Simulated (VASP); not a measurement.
Wanted: the native input for a VASP 6.6.1 run.

| Property | Result |
| --- | --- |
| Task | single point |
| Functional | PBE |
| Potentials or basis | VASP PAW PBE potentials, release 64 (Sr_sv, O) |
| Cutoff | 520 eV |
| k mesh | 8 × 8 × 8 |
| Occupations | fermi-dirac, width 0.02 eV |
| Spin | no spin polarisation |
| Dipole correction | no |
| Further INCAR settings | ALGO = Normal; EDIFF = 1e-07; NBANDS = 15 |

The structure of SrO lies in POSCAR:

```
SrO
1.0
    0.0000000000      2.5798923266      2.4550255380
    2.5798923266      0.0000000000      2.4550255380
    2.5798923266      2.5798923266      0.0000000000
Sr O
1 1
Direct
    0.0000000000      0.0000000000      0.0000000000
    0.5000000000      0.5000000000      0.5000000000
```

This cell differs from its parent crystal: uniaxial z strain -4.8%.

The input as run:

INCAR

```
  PREC = Accurate
  ENCUT = 520
  EDIFF = 1E-7
  ISMEAR = -1
  SIGMA = 0.02
  LREAL = F
  LASPH = T
  NELM = 60
  ALGO = Normal
  ISIF = 2
  LWAVE = F
  LCHARG = F
  GGA = PE
  NBANDS = 15
```

KPOINTS

```
regular mesh
0
Gamma
  8 8 8
```

Potentials or basis: VASP PAW PBE potentials, release 64 (Sr_sv, O).

Command:

```bash
$ cat potpaw_PBE.64/Sr_sv/POTCAR potpaw_PBE.64/O/POTCAR > POTCAR
$ mpirun -np 1 vasp_std > vasp.out
```

It gave:

| Quantity | Value |
| --- | --- |
| Pressure | 8.2 GPa |
| Band gap on the k mesh | 2.96 eV, indirect (least direct gap 3.19 eV) |

Caveat: the cell differs from its parent crystal (uniaxial z strain -4.8%).

Run time: 49 s on 1 thread of Intel(R) Xeon(R) Platinum 8259CL CPU @ 2.50GHz (Skylake/Cascade Lake), on a shared host, peak memory 0.17 GiB.
